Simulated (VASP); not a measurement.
A run of VASP 6.6.1 is set up as follows.

Contents of INCAR:

```
ALGO     = Normal         # electronic algorithm
EDIFF    = 1E-6           # SCF threshold, eV
ENCUT    = 520            # plane-wave cutoff, eV
GGA      = CA             # functional
ISIF     = 2              # what is computed and relaxed
ISMEAR   = 0              # smearing method
LASPH    = True           # aspherical terms in the spheres
LCHARG   = True           # write CHGCAR
LELF     = True           # ELF
LREAL    = False          # projectors in reciprocal space
LVHAR    = True         
LWAVE    = False          # write WAVECAR
NBANDS   = 11             # bands
NELM     = 80             # most SCF steps
PREC     = Accurate       # precision mode
SIGMA    = 0.01           # smearing width, eV
```

File KPOINTS:

```
k-points
0
Gamma
  7 7 7
```

The input POSCAR:

```
NaH
1.0
    0.0000000000      2.4400000000      2.4400000000
    2.4400000000      0.0000000000      2.4400000000
    2.4400000000      2.4400000000      0.0000000000
Na H
1 1
Direct
    0.0000000000      0.0000000000      0.0000000000
    0.5000000000      0.5000000000      0.5000000000
```

Potentials or basis: VASP PAW LDA potentials, release 64 (Na_pv, H).

The run is started by

```console
$ cat potpaw_LDA.64/Na_pv/POTCAR potpaw_LDA.64/H/POTCAR > POTCAR
$ mpirun -np 1 vasp_std > vasp.out
```

What does it give for the pressure?

-2.7 GPa.

Predict the band gap on the k mesh.

3.84 eV, indirect (least direct gap 4.50 eV).

A k mesh can miss the band edges. As with any semilocal functional, this LDA gap is likely too small.
